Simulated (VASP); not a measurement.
Write the native input for VASP 6.6.1 that does the following.

| Item | Value |
| --- | --- |
| Task | relaxation of cell and atoms |
| Functional | PBE |
| Dispersion | D4 |
| Potentials or basis | VASP PAW PBE potentials, release 64 (Al, O) |
| Cutoff | 600 eV |
| k mesh | 7 × 7 × 3 |
| Occupations | fermi-dirac, width 0.05 eV |
| Spin | no spin polarisation |
| Dipole correction | no |
| Further INCAR settings | ALGO = Normal; EDIFF = 1e-06; IBRION = 2; EDIFFG = -0.01; NSW = 60; ISIF = 3 |

The structure of Al2O3 lies in POSCAR:

```
Al2O3
1.0
    3.0174825440      0.0000000000      0.0000000000
   -1.5087412720      2.6132165386      0.0000000000
    0.0000000000      0.0000000000      7.5746360022
Al O
2 3
Direct
    0.0000000000      0.0000000000      0.7220490000
    0.0000000000      0.0000000000      0.2779510000
    0.0000000000      0.0000000000      0.5000000000
    0.6666666667      0.3333333333      0.8005460000
    0.3333333333      0.6666666667      0.1994540000
```

One way to write it, as run:

INCAR

```
SYSTEM = Al2O3
ALGO = Normal ; EDIFF = 1E-6
EDIFFG = -0.01 ; ENCUT = 600
GGA = PE ; IBRION = 2
ISIF = 3 ; ISMEAR = -1
IVDW = 13 ; LASPH = .TRUE.
LCHARG = .FALSE. ; LREAL = .FALSE.
LWAVE = .FALSE. ; NELM = 80
NSW = 60 ; PREC = Accurate
SIGMA = 0.05
```

KPOINTS

```
k-points
0
G
  7 7 3
  0 0 0
```

Potentials or basis: VASP PAW PBE potentials, release 64 (Al, O).

Command:

```bash
$ cat potpaw_PBE.64/Al/POTCAR potpaw_PBE.64/O/POTCAR > POTCAR
$ mpirun -np 1 vasp_std > vasp.out
```

Results of the run:

| Quantity | Value |
| --- | --- |
| Relaxed volume | 11.43 Å³/atom |
| Relaxed cell | a = 2.993 Å, b = 2.993 Å, c = 7.366 Å, α = 90.00°, β = 90.00°, γ = 120.00° |
| Space group after relaxing (to 0.05 Å) | P-3m1 (No. 164) |
| Energy gained by relaxing | 4.0 meV/atom |
| Ionic steps | 16 |
| Pressure after relaxing | 0.0 GPa |
| Largest force after relaxing | 0.010 eV/Å |
| Band gap on the k mesh | 2.42 eV, direct |
| Dispersion energy per atom | -0.210 eV |

Run time: 74 s on 1 thread of Intel(R) Xeon(R) 6975P-C (Granite Rapids), with other jobs on the host, peak memory 0.18 GiB.
